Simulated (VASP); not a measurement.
# TmHOs (P4/mmm) in VASP: further runs

The runs below take TmHOs through single point, with PBE.

Everything below comes from runs of VASP 6.6.1. Logs are shortened: lines on timing, memory, paths and dates and some standing lists are left out, and cuts for length are marked.

## 1. The cell of the first run

The structure is tetragonal, space group P4/mmm (No. 123). Conventional cell: a = 3.496 Å, b = 3.496 Å, c = 3.578 Å, α = 90.00°, β = 90.00°, γ = 90.00°. Within 3.3 Å of Tm (site symmetry 4/mmm) lie 4 H at 2.47 Å and 8 Os at 3.05 Å. Within 2.5 Å of H (site symmetry 4/mmm) lie 2 Os at 1.79 Å and 4 Tm at 2.47 Å. Within 2.4 Å of Os (site symmetry 4/mmm) lie 2 H at 1.79 Å.

## 2. Single point, PBE (14.58 Å³/atom)

Input file INCAR:

```
ALGO = Normal ; EDIFF = 1E-6
ENCUT = 600 ; GGA = PE
GGA_COMPAT = False ; ISIF = 2
ISMEAR = 0 ; LASPH = True
LCHARG = False ; LMAXMIX = 6
LREAL = False ; LWAVE = False
NBANDS = 16 ; NELM = 200
PREC = Accurate ; SIGMA = 0.1
```

Input file KPOINTS:

```
k-points
0
Gamma
  10 10 10
```

Input file POSCAR:

```
TmHOs
1.0
    3.4961873620      0.0000000000      0.0000000000
    0.0000000000      3.4961873620      0.0000000000
    0.0000000000      0.0000000000      3.5783948975
Tm H Os
1 1 1
Direct
    0.5000000000      0.5000000000      0.5000000000
    0.0000000000      0.0000000000      0.5000000000
    0.0000000000      0.0000000000      0.0000000000
```

Potentials or basis: VASP PAW PBE potentials, release 64 (Tm_3, H, Os), 4f in core.

The run is started by

```bash
> cat potpaw_PBE.64/Tm_3/POTCAR potpaw_PBE.64/H/POTCAR potpaw_PBE.64/Os/POTCAR > POTCAR
> mpirun -np 1 vasp_std > vasp.out
```

OUTCAR:

```text
EDIFF = 1E-6
   ENCUT = 600
   GGA = PE
   ISIF = 2
   ISMEAR = 0
   LASPH = True
   LREAL = False
   NELM = 200
   PREC = Accurate

 ion  position               nearest neighbor table
   1  0.500  0.500  0.500-   3 3.05   3 3.05   3 3.05   3 3.05   3 3.05   3 3.05   3 3.05   3 3.05

   2  0.000  0.000  0.500-   3 1.79   3 1.79
   3  0.000  0.000  0.000-   2 1.79   2 1.79   1 3.05   1 3.05   1 3.05   1 3.05   1 3.05   1 3.05
                             1 3.05   1 3.05

  LATTYP: Found a simple tetragonal cell.
 ALAT       =     3.4961873620
 C/A-ratio  =     1.0235134811

  Lattice vectors:

 A1 = (   3.4961873620,   0.0000000000,   0.0000000000)
 A2 = (   0.0000000000,   3.4961873620,   0.0000000000)
 A3 = (   0.0000000000,   0.0000000000,   3.5783948975)

Analysis of symmetry for initial positions (statically):
=====================================================================
 Subroutine PRICEL returns:
 Original cell was already a primitive cell.

 Routine SETGRP: Setting up the symmetry group for a
 simple tetragonal supercell.

 Subroutine GETGRP returns: Found 16 space group operations
 (whereof 16 operations were pure point group operations)
 out of a pool of 16 trial point group operations.

The static configuration has the point symmetry D_4h.

Analysis of symmetry for dynamics (positions and initial velocities):
=====================================================================
 Subroutine PRICEL returns:
 Original cell was already a primitive cell.

 Routine SETGRP: Setting up the symmetry group for a
 simple tetragonal supercell.

 Subroutine GETGRP returns: Found 16 space group operations
 (whereof 16 operations were pure point group operations)
 out of a pool of 16 trial point group operations.

The dynamic configuration has the point symmetry D_4h.

 Subroutine INISYM returns: Found 16 space group operations
 (whereof 16 operations are pure point group operations),
 and found     1 'primitive' translations

----------------------------------------------------------------------------------------

                                     Primitive cell

  volume of cell :      43.7399

  direct lattice vectors                    reciprocal lattice vectors
     3.496187362  0.000000000  0.000000000     0.286025861  0.000000000  0.000000000
     0.000000000  3.496187362  0.000000000     0.000000000  0.286025861  0.000000000
     0.000000000  0.000000000  3.578394897     0.000000000  0.000000000  0.279454903

  length of vectors
     3.496187362  3.496187362  3.578394897     0.286025861  0.286025861  0.279454903

  position of ions in fractional coordinates (direct lattice)
     0.500000000  0.500000000  0.500000000
     0.000000000  0.000000000  0.500000000
     0.000000000  0.000000000  0.000000000

  ion indices of the primitive-cell ions
   primitive index   ion index
                 1           1
                 2           2
                 3           3

----------------------------------------------------------------------------------------

 KPOINTS: k-points

Automatic generation of k-mesh.
 Grid dimensions read from file:
 generate k-points for:   10   10   10

 Generating k-lattice:

  Cartesian coordinates                     Fractional coordinates (reciprocal lattice)
     0.028602586  0.000000000  0.000000000     0.100000000  0.000000000  0.000000000
     0.000000000  0.028602586  0.000000000     0.000000000  0.100000000  0.000000000
     0.000000000  0.000000000  0.027945490     0.000000000  0.000000000  0.100000000

  Length of vectors
     0.028602586  0.028602586  0.027945490

  Shift w.r.t. Gamma in fractional coordinates (k-lattice)
     0.000000000  0.000000000  0.000000000

 Subroutine IBZKPT returns following result:
 ===========================================

 Found    126 irreducible k-points:

 Following reciprocal coordinates:
            Coordinates               Weight
  0.000000  0.000000  0.000000      1.000000
  0.100000  0.000000  0.000000      4.000000
  0.200000  0.000000  0.000000      4.000000
  0.300000  0.000000  0.000000      4.000000
  0.400000  0.000000  0.000000      4.000000
  0.500000  0.000000  0.000000      2.000000
[... 16 lines left out ...]
  0.100000  0.000000  0.100000      8.000000
  0.200000  0.000000  0.100000      8.000000
 [... further k-points ...]
   k-points           NKPTS =    126   k-points in BZ     NKDIM =    126   number of bands    NBANDS=     16
   number of dos      NEDOS =    301   number of ions     NIONS =      3
   total plane-waves  NPLWV =  23520
   dimension x,y,z NGX =    28 NGY =   28 NGZ =   30
   dimension x,y,z NGXF=    56 NGYF=   56 NGZF=   60
   ions per type =               1   1   1
   NGX,Y,Z   is equivalent  to a cutoff of  13.31, 13.31, 13.94 a.u.
   NGXF,Y,Z  is equivalent  to a cutoff of  26.63, 26.63, 27.87 a.u.
 SYSTEM =  unknown system
   PREC   = accura    normal or accurate (medium, high low for compatibility)
   ISTART =      0    job   : 0-new  1-cont  2-samecut
   ICHARG =      2    charge: 1-file 2-atom 10-const
   ISPIN  =      1    spin polarized calculation?
   LNONCOLLINEAR =      F non collinear calculations
   LSORBIT =      F    spin-orbit coupling
   LASPH  =      T    aspherical Exc in radial PAW
   ENCUT  =  600.0 eV  44.10 Ry    6.64 a.u.   6.98  6.98  7.15*2*pi/ulx,y,z
   NELM   =    200;   NELMIN=  2; NELMDL= -5     # of ELM steps
   EDIFF  = 0.1E-05   stopping-criterion for ELM
   LREAL  =      F    real-space projection
   EDIFFG = 0.1E-04   stopping-criterion for IOM
   NSW    =      0    number of steps for IOM
   IBRION =     -1    ionic relax: 0-MD 1-quasi-New 2-CG
   NFREE  =      0    steps in history (QN), initial steepest desc. (CG)
   ISIF   =      2    stress and relaxation
   ISYM   =      2    0-nonsym 1-usesym 2-fastsym
   POTIM  = 0.5000    time-step for ionic-motion
   TEBEG  =    0.0;   TEEND  =   0.0 temperature during run
   PSTRESS=    0.0 pullay stress
   NELECT =      18.0000    total number of electrons
   NUPDOWN=      -1.0000    fix difference up-down
   EMIN   =  10.00;   EMAX   =-10.00  energy-range for DOS
   EFERMI =   0.00;   METHOD = LEGACY
   ISMEAR =     0;   SIGMA  =   0.10  broadening in eV -4-tet -1-fermi 0-gaus
   EFERMI_NEDOS =   21; number of points for ismear=-14 and -15
   IALGO  =     38    algorithm
   IMIX   =      4    mixing-type and parameters
     AMIX     =   0.40;   BMIX     =  1.00
     AMIX_MAG =   1.60;   BMIX_MAG =  1.00
  volume/ion in A,a.u.               =      14.58        98.39
  Fermi-wavevector in a.u.,A,eV,Ry     =   1.217699  2.301117 20.174578  1.482790
  Thomas-Fermi vector in A             =   2.353010
   LORBIT       =      0    0 simple, 1 ext, 2 COOP (PROOUT), +10 PAW based schemes
   GGA     = PE    functional components
   LHFCALC =     F    Hartree Fock is set to
   AEXX    =    0.0000 exact exchange contribution
   IVDW    =     0    specifies the selected vdW correction
   LEPSILON=     F    determine dielectric tensor
   LRPA    =     F    only Hartree local field effects (RPA)
 non-spin polarized calculation
 Gauss-broadening in eV      SIGMA  =   0.10
  energy-cutoff  :      600.00
  volume of cell :       43.74
 maximum number of plane-waves:      1484
 NGX is ok and might be reduce to    28
   NGX = 13   NGY = 13   NGZ = 15

 number of electron      17.9999999 magnetization

 Free energy of the ion-electron system (eV)
  ---------------------------------------------------
  ext. energy  EPLUGINS =         0.00000000
  ---------------------------------------------------
  free energy    TOTEN  =       -19.84883394 eV

  energy without entropy =      -19.84173776  energy(sigma->0) =      -19.84528585

 E-fermi :   4.5640     XC(G=0): -11.6172

 val. band max:        4.5625824763   @ k =   0.4000   0.1000   0.5000
 cond. band min:       4.5776560494   @ k =   0.5000   0.4000   0.3000
 fundamental gap:      0.0150735731
 Fermi energy:         4.5639816996

 k-point     1 :       0.0000    0.0000    0.0000
  band No.  band energies     occupation
      1     -19.9570      2.00000
      2     -19.9570      2.00000
      3     -19.8428      2.00000
      4      -5.0192      2.00000
      5      -0.2896      2.00000
      6       1.4325      2.00000
[... 8 lines left out ...]
     15      11.2986      0.00000
     16      11.5345      0.00000

 k-point     2 :       0.1000    0.0000    0.0000
  band No.  band energies     occupation
      1     -19.9932      2.00000
      2     -19.9547      2.00000
      3     -19.8409      2.00000
      4      -4.8947      2.00000
      5      -0.1819      2.00000
      6       1.5391      2.00000
[... 8 lines left out ...]
     15      11.1778      0.00000
     16      12.7771      0.00000

 k-point     3 :       0.2000    0.0000    0.0000
  band No.  band energies     occupation
      1     -20.0868      2.00000
      2     -19.9489      2.00000
      3     -19.8359      2.00000
      4      -4.5570      2.00000
      5       0.1319      2.00000
      6       1.8095      2.00000
[... 8 lines left out ...]
     15      10.8728      0.00000
     16      14.4548      0.00000

 k-point     4 :       0.3000    0.0000    0.0000
  band No.  band energies     occupation
      1     -20.1995      2.00000
      2     -19.9417      2.00000
      3     -19.8298      2.00000
      4      -4.1111      2.00000
      5       0.6213      2.00000
      6       2.0900      2.00000
[... 8 lines left out ...]
     15      10.4979      0.00000
     16      15.4283      0.00000

 k-point     5 :       0.4000    0.0000    0.0000
  band No.  band energies     occupation
      1     -20.2886      2.00000
      2     -19.9358      2.00000
      3     -19.8248      2.00000
      4      -3.7196      2.00000
      5       1.2171      2.00000
      6       2.1464      2.00000
[... 8 lines left out ...]
     15      10.9720      0.00000
     16      15.3230      0.00000

 k-point     6 :       0.5000    0.0000    0.0000
  band No.  band energies     occupation
      1     -20.3221      2.00000
      2     -19.9336      2.00000
      3     -19.8229      2.00000
      4      -3.5607      2.00000
      5       1.6863      2.00000
      6       1.9265      2.00000
[... 8 lines left out ...]
     15      11.5307      0.00000
     16      15.2682      0.00000

 k-point     7 :       0.1000    0.1000    0.0000
  band No.  band energies     occupation
      1     -19.9962      2.00000
      2     -19.9846      2.00000
      3     -19.8389      2.00000
      4      -4.7821      2.00000
      5      -0.0757      2.00000
      6       1.6513      2.00000
[... 8 lines left out ...]
     15      11.6254      0.00000
     16      12.4835      0.00000

 k-point     8 :       0.2000    0.1000    0.0000
  band No.  band energies     occupation
      1     -20.0832      2.00000
      2     -19.9821      2.00000
      3     -19.8335      2.00000
      4      -4.4798      2.00000
      5       0.2341      2.00000
      6       1.9388      2.00000
[... 8 lines left out ...]
     15      10.9986      0.00000
     16      13.8282      0.00000

 k-point     9 :       0.3000    0.1000    0.0000
  band No.  band energies     occupation
      1     -20.1937      2.00000
      2     -19.9734      2.00000
      3     -19.8269      2.00000
      4      -4.0886      2.00000
      5       0.7170      2.00000
      6       2.2418      2.00000
[... 8 lines left out ...]
     15      10.6357      0.00000
     16      15.0449      0.00000
[... 172 lines left out ...]
 k-point    19 :       0.4000    0.4000    0.0000
  band No.  band energies     occupation
      1     -20.2222      2.00000
      2     -20.2113      2.00000
      3     -19.7938      2.00000
      4      -4.0745      2.00000
      5       1.3993      2.00000
      6       2.6069      2.00000
[... 8 lines left out ...]
     15      11.6449      0.00000
     16      13.6369      0.00000

 k-point    20 :       0.5000    0.4000    0.0000
  band No.  band energies     occupation
      1     -20.2455      2.00000
      2     -20.2091      2.00000
      3     -19.7905      2.00000
      4      -4.1145      2.00000
      5       1.3559      2.00000
      6       2.5789      2.00000
[... 8 lines left out ...]
     15      11.7368      0.00000
     16      13.7673      0.00000

 k-point    21 :       0.5000    0.5000    0.0000
  band No.  band energies     occupation
      1     -20.2373      2.00000
      2     -20.2373      2.00000
      3     -19.7871      2.00000
      4      -4.1706      2.00000
      5       1.2865      2.00000
      6       2.5002      2.00000
[... 8 lines left out ...]
     15      11.7871      0.00000
     16      13.6869      0.00000

 k-point    22 :       0.0000    0.0000    0.1000
  band No.  band energies     occupation
      1     -19.9558      2.00000
      2     -19.9558      2.00000
      3     -19.8694      2.00000
      4      -4.8334      2.00000
      5      -0.1518      2.00000
      6       1.5104      2.00000
[... 8 lines left out ...]
     15      10.9670      0.00000
     16      12.8770      0.00000

 k-point    23 :       0.1000    0.0000    0.1000
  band No.  band energies     occupation
      1     -19.9917      2.00000
      2     -19.9534      2.00000
      3     -19.8669      2.00000
      4      -4.7096      2.00000
      5      -0.0477      2.00000
      6       1.6114      2.00000
[... 8 lines left out ...]
     15      11.1259      0.00000
     16      12.6614      0.00000

 k-point    24 :       0.2000    0.0000    0.1000
  band No.  band energies     occupation
      1     -20.0841      2.00000
      2     -19.9473      2.00000
      3     -19.8608      2.00000
      4      -4.3731      2.00000
      5       0.2510      2.00000
      6       1.8587      2.00000
[... 8 lines left out ...]
     15      10.9617      0.00000
     16      13.7479      0.00000

 [... further k-points ...]

------------------------ aborting loop because EDIFF is reached ----------------------------------------

  FORCE on cell =-STRESS in cart. coord.  units (eV):
  Direction    XX          YY          ZZ          XY          YZ          ZX
  --------------------------------------------------------------------------------------
  -------------------------------------------------------------------------------------
  Total       -1.8106627     -1.8106627     -1.6539359      0.0000000     -0.0000000      0.0000000
  in kB      -66.3239656    -66.3239656    -60.5831126      0.0000000     -0.0000000      0.0000000
  external PRESSURE =     -64.4103480 kB  Pullay stress =       0.0000000 kB

 VOLUME and BASIS-vectors are now :
 -----------------------------------------------------------------------------
  energy-cutoff  :      600.00
  volume of cell :       43.74
      direct lattice vectors                 reciprocal lattice vectors
     3.496187362  0.000000000  0.000000000     0.286025861  0.000000000  0.000000000
     0.000000000  3.496187362  0.000000000     0.000000000  0.286025861  0.000000000
     0.000000000  0.000000000  3.578394897     0.000000000  0.000000000  0.279454903

 POSITION                                       TOTAL-FORCE (eV/Angst)
 -----------------------------------------------------------------------------------
      1.74809      1.74809      1.78920         0.000000      0.000000      0.000000
      0.00000      0.00000      1.78920         0.000000      0.000000      0.000000
      0.00000      0.00000      0.00000         0.000000      0.000000      0.000000
 -----------------------------------------------------------------------------------
    total drift:                                0.000000      0.000000      0.000000

  FREE ENERGIE OF THE ION-ELECTRON SYSTEM (eV)
  ---------------------------------------------------
  free  energy   TOTEN  =       -19.8488339390 eV

  energy  without entropy=      -19.8417377604  energy(sigma->0) =      -19.84528585
```

It took 37 s on 1 thread of Intel Xeon 6975P-C (Granite Rapids), shared host; peak memory 0.26 GiB.

Results:

```
Free energy            : -19.8488 eV
Pressure               : -6.4 GPa
Band gap on the k mesh : zero (bands 9 and 10 overlap by 1.47 eV)
```

Levels at points of the mesh, in eV from the Fermi level:
| k point | band 5 | band 6 | band 7 | band 8 | band 9 | band 10 | band 11 | band 12 | band 13 | band 14 |
| --- | --- | --- | --- | --- | --- | --- | --- | --- | --- | --- |
| (0.00, 0.00, 0.00) | -4.85 | -3.13 | -0.83 | -0.83 | -0.37 | 3.13 | 3.18 | 6.52 | 6.56 | 6.73 |
| (0.50, 0.00, 0.00) | -2.88 | -2.64 | -1.13 | -0.64 | -0.35 | 0.94 | 1.19 | 2.17 | 2.42 | 5.51 |
| (0.50, 0.50, 0.00) | -3.28 | -2.06 | -2.06 | 0.88 | 0.94 | 1.27 | 1.27 | 4.36 | 6.52 | 6.52 |
| (0.00, 0.00, 0.50) | -3.59 | -1.96 | -1.21 | -1.21 | -0.46 | 0.12 | 0.77 | 2.96 | 2.96 | 5.34 |
| (0.50, 0.00, 0.50) | -3.95 | -3.90 | -2.20 | -1.55 | -0.54 | 1.04 | 1.50 | 3.74 | 6.20 | 6.71 |
| (0.50, 0.50, 0.50) | -2.22 | -2.22 | -1.68 | -0.43 | -0.43 | -0.36 | 1.00 | 2.75 | 7.28 | 7.38 |

Caveat: the cell stands under tension; spin-orbit coupling is left out, which moves the levels of the heavy elements; the 4f electrons are frozen in the core, so they carry no moment and show no levels. Spin polarisation is off, so any magnetic state and its effect on volume and gap are missing.

## 3. Single point, PBE (15.13 Å³/atom)

This run uses another cell than the first one, of 15.13 Å³/atom.

Input file INCAR:

```
PREC     = Accurate       # precision mode
ENCUT    = 600            # plane-wave cutoff, eV
EDIFF    = 1E-6           # SCF threshold, eV
ISMEAR   = 0              # smearing method
SIGMA    = 0.1            # smearing width, eV
LREAL    = F              # projectors in reciprocal space
LASPH    = T              # aspherical terms in the spheres
NELM     = 200            # most SCF steps
ALGO     = Normal         # electronic algorithm
ISIF     = 2              # what is computed and relaxed
LWAVE    = F              # write WAVECAR
LCHARG   = F              # write CHGCAR
GGA      = PE             # functional
NBANDS   = 16             # bands
GGA_COMPAT= F            
LMAXMIX  = 6              # l up to which the mixer works
```

Input file KPOINTS:

```
regular mesh
0
Gamma
  10 10 10
```

Input file POSCAR:

```
TmHOs
1.0
    3.5523515041      0.0000000000      0.0000000000
    0.0000000000      3.5523515041      0.0000000000
    0.0000000000      0.0000000000      3.5969352327
Tm H Os
1 1 1
Direct
    0.5000000000      0.5000000000      0.5000000000
    0.0000000000      0.0000000000      0.5000000000
    0.0000000000      0.0000000000      0.0000000000
```

Potentials or basis: VASP PAW PBE potentials, release 64 (Tm_3, H, Os), 4f in core.

The run is started by

```bash
> cat potpaw_PBE.64/Tm_3/POTCAR potpaw_PBE.64/H/POTCAR potpaw_PBE.64/Os/POTCAR > POTCAR
> mpirun -np 1 vasp_std > vasp.out
```

Wall time 39 s (1 thread of Intel Xeon 6975P-C (Granite Rapids), shared host); peak memory 0.26 GiB.

Results (log left out):

```yaml
Free_energy: -19.7614 eV
Pressure: -10.3 GPa
Band_gap_on_the_k_mesh: zero (bands 9 and 10 overlap by 1.34 eV)
```

Stress tensor (GPa, compression positive):
```
-10.46   0.00   0.00
  0.00 -10.46   0.00
  0.00   0.00  -9.84
```

Levels at points of the mesh, in eV from the Fermi level:
| k point | band 6 | band 7 | band 8 | band 9 | band 10 | band 11 | band 12 | band 13 |
| --- | --- | --- | --- | --- | --- | --- | --- | --- |
| (0.00, 0.00, 0.00) | -2.96 | -0.78 | -0.78 | -0.39 | 3.03 | 3.10 | 6.28 | 6.49 |
| (0.50, 0.00, 0.00) | -2.55 | -1.06 | -0.63 | -0.34 | 0.99 | 1.07 | 2.13 | 2.48 |
| (0.50, 0.50, 0.00) | -1.91 | -1.91 | 0.74 | 0.86 | 1.13 | 1.13 | 4.11 | 6.27 |
| (0.00, 0.00, 0.50) | -1.83 | -1.20 | -1.20 | -0.43 | 0.09 | 0.86 | 2.85 | 2.85 |
| (0.50, 0.00, 0.50) | -3.74 | -2.12 | -1.48 | -0.49 | 0.94 | 1.43 | 3.67 | 6.00 |
| (0.50, 0.50, 0.50) | -2.18 | -1.61 | -0.39 | -0.39 | -0.34 | 0.92 | 2.52 | 7.07 |

Caveat: the cell stands under tension; spin-orbit coupling is left out, which moves the levels of the heavy elements; the 4f electrons are frozen in the core, so they carry no moment and show no levels. Spin polarisation is off, so any magnetic state and its effect on volume and gap are missing.
